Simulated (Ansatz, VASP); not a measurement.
**NaF: VASP beside Ansatz**

The input INCAR:

```
SYSTEM = NaF
  ALGO = Normal
  EDIFF = 1E-7
  ENCUT = 520
  GGA = PE
  ISIF = 2
  ISMEAR = -1
  LASPH = .True.
  LCHARG = .True.
  LELF = .True.
  LREAL = .False.
  LVHAR = .True.
  LWAVE = .False.
  NBANDS = 14
  NELM = 80
  PREC = Accurate
  SIGMA = 0.02
```

Contents of KPOINTS:

```
k-points
0
Gamma
  10 10 10
  0 0 0
```

File POSCAR:

```
NaF
1.0
    0.0000000000      2.2601836819      2.2601836819
    2.2601836819      0.0000000000      2.2601836819
    2.2601836819      2.2601836819      0.0000000000
Na F
1 1
Direct
    0.0000000000      0.0000000000      0.0000000000
    0.5000000000      0.5000000000      0.5000000000
```

Input for Ansatz:

```yaml
crystal:
  lattice:
    - [0.0, 2.2601836819, 2.2601836819]
    - [2.2601836819, 0.0, 2.2601836819]
    - [2.2601836819, 2.2601836819, 0.0]
  atoms:
    - { symbol: Na, position: [0.0, 0.0, 0.0] }
    - { symbol: F, position: [0.5, 0.5, 0.5] }
kpoints:
  mp_grid: { grid: [10, 10, 10] }
  band_path:
    path:
      - [0.0, 0.0, 0.0]
      - [0.5, 0.0, 0.5]
      - [0.625, 0.25, 0.625]
      - [0.375, 0.375, 0.75]
      - [0.5, 0.5, 0.5]
      - [0.5, 0.25, 0.75]
    npoints: 1
hamiltonian:
  xc: pbe
scf:
  occupations: { method: fermi_dirac, width: 0.02 }
  n_extra_bands: 4
output:
  forces: true
  stress: true
  eigenvalues: true
```

Change from the starting cell: hydrostatic strain -1.6%.

Alike in both runs: task single point; functional PBE; k mesh 10 × 10 × 10; occupations fermi-dirac, width 0.02 eV; no spin polarisation.

|  | VASP | Ansatz |
| --- | --- | --- |
| version | VASP 6.6.1 | Ansatz 0.2.0 |
| potentials or method | VASP PAW PBE potentials, release 64 (Na_pv, F) | plane waves, PAW |
| plane-wave cutoff (eV) | 520 | 420 |
| valence electrons in the cell | 14 | 16 |

|  | VASP | Ansatz | Ansatz less VASP |
| --- | --- | --- | --- |
| gap on the k mesh at the Fermi level (eV) | 6.72 | 6.74 | +0.017 |
| pressure (GPa) | 6.9 | 6.9 | +0.03 |

With one functional, cell and mesh, what is left measures potentials, basis and numerics. VASP's potentials hold 14 valence electrons a cell and Ansatz's 16, so a difference there can come from the potentials and not from the codes.
